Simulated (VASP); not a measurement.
The system is Be3Ga3C2.

```
CELL_PARAMETERS angstrom
6.58263 0.00000 0.00000
-3.29131 5.70072 0.00000
0.00000 0.00000 2.67727
ATOMIC_POSITIONS crystal
Be 0.87889 0.43945 0.50000
Be 0.56055 0.43945 0.50000
Be 0.56055 0.12111 0.50000
Ga 0.68949 0.84474 0.00000
Ga 0.15526 0.84474 0.00000
Ga 0.15526 0.31051 0.00000
C 0.00000 0.00000 0.50000
C 0.66667 0.33333 0.00000
```

| Quantity | Value |
| --- | --- |
| Program | VASP 6.6.1 |
| Task | relaxation of cell and atoms |
| Functional | PBE |
| Potentials or basis | VASP PAW PBE potentials, release 64 (Be, Ga_d, C) |
| Cutoff | 600 eV |
| k mesh | 9 × 9 × 14 |
| Occupations | gaussian, width 0.1 eV |
| Spin | no spin polarisation |

At the start: pressure 0.8 GPa; volume 12.56 Å³/atom.

Task: Where does the relaxation end?

Result: Over 11 steps the energy falls by 5.1 meV/atom and the volume is 12.23 Å³/atom (-2.6 %); space group P-6m2 (No. 187, to 0.05 Å).

The path:
```csv
step,energy change (eV),largest force (eV/Å),pressure (GPa),volume (Å³)
1,0.0000,0.2832,0.80,100.47
2,-0.0150,0.1517,-0.75,101.38
3,-0.0156,0.1206,-1.11,101.61
4,-0.0260,0.0919,-0.76,100.70
5,-0.0344,0.1875,-0.13,99.19
6,-0.0348,0.2258,0.04,98.80
7,-0.0399,0.0359,-0.04,97.94
8,-0.0399,0.0313,-0.06,98.00
9,-0.0399,0.0327,-0.04,97.98
10,-0.0403,0.0134,-0.02,97.87
11,-0.0404,0.0048,-0.01,97.82
```

Final structure:
```
Be Ga C
1.0
     6.44329    0.00000    0.00000
    -3.22165    5.58005    0.00000
     0.00000    0.00000    2.72082
Be Ga C
3 3 2
Direct
  0.88283 0.44141 0.50000
  0.55859 0.44141 0.50000
  0.55859 0.11717 0.50000
  0.67717 0.83859 0.00000
  0.16141 0.83859 0.00000
  0.16141 0.32283 0.00000
  0.00000 0.00000 0.50000
  0.66667 0.33333 0.00000
```
